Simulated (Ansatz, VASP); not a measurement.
**BH8C2N: VASP beside Ansatz**

```
B H C N
1.0
     5.82552   -0.01218   -0.02554
     2.44314    5.47942   -0.03587
     0.88923    0.70012    6.07174
B H C N
2 16 4 2
Direct
  0.48794 0.87030 0.89974
  0.51206 0.12970 0.10026
  0.66503 0.14526 0.52433
  0.33497 0.85474 0.47567
  0.86589 0.03269 0.74498
  0.13411 0.96731 0.25502
  0.68527 0.35388 0.69166
  0.31473 0.64612 0.30834
  0.22970 0.51546 0.77370
  0.77030 0.48454 0.22630
  0.07959 0.31006 0.88217
  0.92041 0.68994 0.11783
  0.21292 0.30720 0.60376
  0.78708 0.69280 0.39624
  0.29010 0.85975 0.87367
  0.70990 0.14025 0.12633
  0.67063 0.72470 0.80515
  0.32937 0.27530 0.19485
  0.68610 0.17046 0.69180
  0.31390 0.82954 0.30820
  0.23507 0.33067 0.77157
  0.76493 0.66933 0.22843
  0.47715 0.14452 0.84457
  0.52285 0.85548 0.15543
```

Alike in both runs: functional PBE; dispersion D3(BJ); k mesh 4 × 4 × 4; occupations gaussian, width 0.1 eV; no spin polarisation.

Ansatz relaxed the structure, and its values are those at the end. VASP's run is a single point on that final structure, the one shown.

```csv
,VASP,Ansatz
version,VASP 6.6.1,Ansatz 0.2.0
potentials or method,"VASP PAW PBE potentials, release 64 (B, H, C, N), cutoff 520 eV","scalar-relativistic, plane waves, PAW"
valence electrons in the cell,48,48
```

Ansatz gave:

| Item | Value |
| --- | --- |
| gap on the k mesh at the Fermi level (eV) | 5.41 |
| least direct gap on the mesh (eV) | 5.71 |
| pressure (GPa) | -0.2 |
| rms of the force components (eV/Å) | 0.007 |

**Question.** Which values does VASP return?

**Answer.** gap on the k mesh at the Fermi level (eV): 5.41; least direct gap on the mesh (eV): 5.71; pressure (GPa): -0.2; rms of the force components (eV/Å): 0.013.
